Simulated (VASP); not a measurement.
Runs of VASP 6.6.1 on Ru. The structure is that of space group P6_3/mmc (No. 194), or close to it. The cells are those of the table. 

| cell | further INCAR settings | gap on the mesh (eV) | pressure (GPa) |
| --- | --- | --- | --- |
| a = 2.598, b = 2.598, c = 4.453 Å, angles 90.0, 90.0, 120.0°, 2 atoms | ALGO = Fast; EDIFF = 1e-07; NBANDS = 21 | none | 10.3 |
| a = 2.598, b = 2.598, c = 4.282 Å, angles 90.0, 90.0, 120.0°, 2 atoms | ALGO = Fast; EDIFF = 1e-07; NBANDS = 21 | none | (a) |
| a = 2.706, b = 2.706, c = 4.453 Å, angles 90.0, 90.0, 120.0°, 2 atoms | ALGO = Fast; EDIFF = 1e-07; NBANDS = 21 | none | (b) |
| a = 2.598, b = 2.598, c = 4.624 Å, angles 90.0, 90.0, 120.0°, 2 atoms | ALGO = Fast; EDIFF = 1e-07; NBANDS = 21 | none | -0.5 |
| a = 2.814, b = 2.814, c = 3.939 Å, angles 90.0, 90.0, 120.0°, 2 atoms | ALGO = Fast; EDIFF = 1e-06; NBANDS = 21 | none | 2.0 |
| a = 2.706, b = 2.706, c = 4.111 Å, angles 90.0, 90.0, 120.0°, 2 atoms | ALGO = Fast; EDIFF = 1e-06; NBANDS = 21 | none | 9.3 |
| a = 2.814, b = 2.814, c = 4.111 Å, angles 90.0, 90.0, 120.0°, 2 atoms | ALGO = Fast; EDIFF = 1e-06; NBANDS = 21 | none | -14.3 |

Alike in all rows: task single point; level PBEsol; potentials or basis VASP PAW PBE potentials, release 64 (Ru_pv); no spin polarisation; k mesh 24 × 24 × 12; cutoff (eV) 520; smearing gaussian 0.15 eV.

Problem. Estimate the missing entries.

Solution. (a) 25.5; (b) -17.5.

Caveats: the PAW data sets were made with another functional, which shifts forces and pressure a little; the stress differs along the axes, from -19 to 25 GPa (at least some runs); the stress differs along the axes, from 9 to 34 GPa (at least some runs); the stress differs along the axes, from -29 to -12 GPa (at least some runs); the stress differs along the axes, from -38 to 18 GPa (at least some runs); the stress differs along the axes, from -14 to 34 GPa (at least some runs); the stress differs along the axes, from 3 to 23 GPa (at least some runs).

A k mesh can miss the band edges, and the runs leave out spin-orbit coupling on Ru.

A gap of «none» marks levels without a gap at the run's occupations.
